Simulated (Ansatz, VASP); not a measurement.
TiO in VASP and in Ansatz

```
Ti O
1.0
     4.25804    0.00000    0.00000
     0.00000    4.25804    0.00000
     0.00000    0.00000    3.61934
Ti O
3 3
Direct
  0.50000 0.50000 0.00000
  0.00000 0.50000 0.50000
  0.50000 0.00000 0.50000
  0.00000 0.50000 0.00000
  0.50000 0.00000 0.00000
  0.00000 0.00000 0.50000
```

Alike in both runs: task single point; functional PBEsol; k mesh 14 × 14 × 14; occupations gaussian, width 0.15 eV; no spin polarisation.

```csv
,VASP,Ansatz
version,VASP 6.6.1,Ansatz 0.2.0
potentials or method,"VASP PAW PBE potentials, release 64 (Ti_sv, O), cutoff 520 eV","scalar-relativistic, plane waves, PAW"
valence electrons in the cell,54,54
```

|  | VASP | Ansatz | Ansatz less VASP |
| --- | --- | --- | --- |
| gap on the k mesh at the Fermi level (eV) | none | none | - |
| pressure (GPa) | 11.8 | 11.4 | -0.43 |
| traceless stress, the component that is largest in VASP (GPa) | 44.90 | 44.48 | -0.420 |

VASP's potentials were made for PBE, not for PBEsol. A gap of «none» marks a metal or a gap that the smearing closes. With one functional, cell and mesh, what is left measures potentials, basis and numerics.
